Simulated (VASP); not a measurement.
# Bi: electric field gradients with PBE

The system is Bi.

```
Bi
1.0
     2.22660    1.28553    3.87328
    -2.22660    1.28553    3.87328
     0.00000   -2.57105    3.87328
Bi
2
Direct
  0.23389 0.23389 0.23389
  0.76611 0.76611 0.76611
```

```
Program                : VASP 6.6.1
Task                   : electric field gradients
Functional             : PBE
Potentials or basis    : VASP PAW PBE potentials, release 64 (Bi_d)
Cutoff                 : 520 eV
k mesh                 : 11 × 11 × 11
Occupations            : fermi-dirac, width 0.03 eV
Spin                   : no spin polarisation
Dipole correction      : no
Further INCAR settings : ALGO = Normal; EDIFF = 1e-08; NBANDS = 22
```

The pressure is 5.3 GPa, the largest force is 0.512 eV/Å and the band gap on the k mesh is zero (bands 15 and 16 overlap by 0.07 eV). The largest electric field gradient by atom is Bi -34.1 V/Å².

Forces in eV/Å, atoms in the order of the input:
```
Bi   0.000  0.000  0.512
Bi   0.000  0.000 -0.512
```

Stress tensor (GPa, compression positive):
```
5.49 0.00 0.00
0.00 5.49 0.00
0.00 0.00 5.03
```

Levels at points of the mesh, in eV from the Fermi level:
```csv
k point,band 13,band 14,band 15,band 16,band 17,band 18
"(0.00, 0.00, 0.00)",-1.60,-1.31,-1.31,2.55,3.08,3.08
```

Electric field gradients, principal values (V/Å²):
```csv
atom,least,middle,greatest (by size)
1 Bi,17.067,17.067,-34.134
2 Bi,17.067,17.067,-34.134
```

Run time: 2.1 min on 1 thread of Intel(R) Xeon(R) Platinum 8488C (Sapphire Rapids) (shared host), peak memory 0.31 GiB.

Caveat: the cell stands under pressure; without QUAD_EFG the Cq values of the log hold for a quadrupole moment of 1 mb, not for the nuclei; spin-orbit coupling is left out, which moves the levels of the heavy elements.
